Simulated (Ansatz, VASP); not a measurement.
# One calculation of Mg, two programs

Contents of INCAR:

```
SYSTEM = Mg
PREC     = Accurate       ! precision mode
ENCUT    = 520            ! plane-wave cutoff, eV
EDIFF    = 1E-7           ! SCF threshold, eV
ISMEAR   = -1             ! smearing method
SIGMA    = 0.1            ! smearing width, eV
LREAL    = .False.        ! projectors in reciprocal space
LASPH    = .True.         ! aspherical terms in the spheres
NELM     = 100            ! most SCF steps
ALGO     = Normal         ! electronic algorithm
ISIF     = 2              ! what is computed and relaxed
LWAVE    = .False.        ! write WAVECAR
LCHARG   = .False.        ! write CHGCAR
GGA      = CA             ! functional
NBANDS   = 7              ! bands
```

The input KPOINTS:

```
Automatic mesh
0
Gamma
  14 14 14
  0 0 0
```

File POSCAR:

```
Mg
1.0
   -1.7059434341      1.7059434341      1.7059434341
    1.7059434341     -1.7059434341      1.7059434341
    1.7059434341      1.7059434341     -1.7059434341
Mg
1
Direct
    0.0000000000      0.0000000000      0.0000000000
```

Input for Ansatz:

```yaml
crystal:
  lattice:
    - [-1.7059434341, 1.7059434341, 1.7059434341]
    - [1.7059434341, -1.7059434341, 1.7059434341]
    - [1.7059434341, 1.7059434341, -1.7059434341]
  atoms:
    - { symbol: Mg, position: [0.0, 0.0, 0.0] }
hamiltonian:
  xc: lda
  pseudopotentials:
    kind: paw
    azcp:
      Mg: "pseudopotentials/Mg.paw.azcp"
basis:
  ecutwfc: 420
  fft_grid_basis: typed
kpoints:
  mp_grid: { grid: [14, 14, 14], shift: [0, 0, 0] }
magnetization:
  spin_polarized: false
scf:
  occupations: { method: fermi_dirac, width: 0.1 }
  lower_state_search: "off"
output:
  stress: true
  write_density: true
  write_potential: true
  elf: true
  volumetric_format: npy
```

Alike in both runs: task single point; functional LDA; k mesh 14 × 14 × 14; occupations fermi-dirac, width 0.1 eV; no spin polarisation.

|  | VASP | Ansatz |
| --- | --- | --- |
| version | VASP 6.6.1 | Ansatz 0.2.0 |
| potentials or method | VASP PAW LDA potentials, release 64 (Mg), cutoff 520 eV | plane waves (420 eV) with PAW, scalar-relativistic |
| valence electrons in the cell | 2 | 10 |

|  | VASP | Ansatz | Ansatz less VASP |
| --- | --- | --- | --- |
| pressure (GPa) | 3.5 | 3.9 | +0.34 |

Ansatz warns that its potentials were made for another functional, while VASP's fit it. LDA's correlation is that of Perdew and Zunger in VASP and of Perdew and Wang (1992) in Ansatz. VASP's potentials hold 2 valence electrons a cell and Ansatz's 10, so a difference there can come from the potentials and not from the codes.
